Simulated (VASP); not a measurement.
Write the native input for VASP 6.6.1 that does the following.

| Quantity | Value |
| --- | --- |
| Task | single point |
| Functional | PBE |
| Potentials or basis | VASP PAW PBE potentials, release 64 (C, Ba_sv) |
| Cutoff | 520 eV |
| k mesh | 6 × 6 × 6 |
| Occupations | fermi-dirac, width 0.02 eV |
| Spin | no spin polarisation |
| Dipole correction | no |
| Further INCAR settings | ALGO = Normal; EDIFF = 1e-06; NBANDS = 19 |

The structure of Ba2C lies in POSCAR:

```
Ba2C
1.0
    0.0000000000      3.5066490138      3.5066490138
    3.5066490138      0.0000000000      3.5066490138
    3.5066490138      3.5066490138      0.0000000000
C Ba
1 2
Direct
    0.0000000000      0.0000000000      0.0000000000
    0.2500000000      0.2500000000      0.2500000000
    0.7500000000      0.7500000000      0.7500000000
```

One way to write it, as run:

INCAR

```
SYSTEM = Ba2C
ALGO = Normal
EDIFF = 1E-6
ENCUT = 520
GGA = PE
ISIF = 2
ISMEAR = -1
LASPH = .True.
LCHARG = .True.
LELF = .True.
LREAL = .False.
LVHAR = .True.
LWAVE = .False.
NBANDS = 19
NELM = 80
PREC = Accurate
SIGMA = 0.02
```

KPOINTS

```
k-points
0
Gamma
  6 6 6
  0 0 0
```

Potentials or basis: VASP PAW PBE potentials, release 64 (C, Ba_sv).

Run with:

```bash
$ cat potpaw_PBE.64/C/POTCAR potpaw_PBE.64/Ba_sv/POTCAR > POTCAR
$ mpirun -np 1 vasp_std > vasp.out
```

It gave:

- Pressure: 1.6 GPa
- Band gap on the k mesh: zero (band 12 reaches 3.40 eV, above the bottom of band 13 at 3.30 eV)

Caveat: spin-orbit coupling is left out, which moves the levels of the heavy elements.

It took 28 s on 1 thread of Intel(R) Xeon(R) Platinum 8375C CPU @ 2.90GHz (Ice Lake) (shared host), peak memory 0.23 GiB.
